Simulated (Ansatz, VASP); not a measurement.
Cd in VASP and in Ansatz

The input POSCAR:

```
Cd
1.0
    1.6080291515      0.9283960635      2.4492874100
   -1.6080291515      0.9283960635      2.4492874100
    0.0000000000     -1.8567921270      2.4492874100
Cd
1
Direct
    0.0000000000      0.0000000000      0.0000000000
```

INCAR.step1

```
ALGO = Normal ; EDIFF = 1E-4
ENCUT = 520 ; GGA = PE
ISMEAR = 1 ; LASPH = True
LCHARG = False ; LREAL = False
LWAVE = True ; NBANDS = 12
NELM = 100 ; PREC = Accurate
SIGMA = 0.1
```

INCAR.step2

```
ALGO = Normal ; EDIFF = 1E-6
ENCUT = 520 ; ISIF = 2
ISMEAR = 1 ; ISTART = 1
LASPH = True ; LCHARG = True
LELF = True ; LMIXTAU = True
LREAL = False ; LVHAR = True
LWAVE = False ; METAGGA = R2SCAN
NBANDS = 12 ; NELM = 100
PREC = Accurate ; SIGMA = 0.1
```

KPOINTS

```
k-points
0
Gamma
  10 10 10
```

The input input.yaml:

```yaml
crystal:
  lattice:
    - [1.6080291515, 0.9283960635, 2.44928741]
    - [-1.6080291515, 0.9283960635, 2.44928741]
    - [0.0, -1.856792127, 2.44928741]
  atoms:
    - { symbol: Cd, position: [0.0, 0.0, 0.0] }
hamiltonian:
  xc: r2scan
  pseudopotentials: { kind: paw }
kpoints:
  mp_grid: { grid: [10, 10, 10] }
scf:
  occupations: { method: methfessel_paxton, width: 0.1 }
output:
  forces: true
  stress: true
  eigenvalues: true
  write_density: true
  write_potential: true
  elf: true
  volumetric_format: npy
```

Alike in both runs: functional r2SCAN; k mesh 10 × 10 × 10; occupations methfessel-paxton of order 1, width 0.1 eV; no spin polarisation.

|  | VASP | Ansatz |
| --- | --- | --- |
| version | VASP 6.6.1 | Ansatz 0.2.0 |
| potentials or method | VASP PAW PBE potentials, release 64 (Cd) | Ansatz PAW |
| plane-wave cutoff (eV) | 520 | 500 |
| valence electrons in the cell | 12 | 20 |
| task | single point | electron localisation function |

VASP gave:

| Quantity | Value |
| --- | --- |
| gap on the k mesh at the Fermi level (eV) | none |
| pressure (GPa) | 0.0 |
| traceless stress, the component that is largest in VASP (GPa) | -0.18 |

Task: Estimate Ansatz's values.

Result: gap on the k mesh at the Fermi level (eV): none; pressure (GPa): -0.3; traceless stress, the component that is largest in VASP (GPa): -0.21.

VASP's potentials were made for PBE, not for r2SCAN. A gap of «none» marks a metal or a gap that the smearing closes. With one functional, cell and mesh, what is left measures potentials, basis and numerics. VASP's potentials hold 12 valence electrons a cell and Ansatz's 20, so a difference there can come from the potentials and not from the codes.
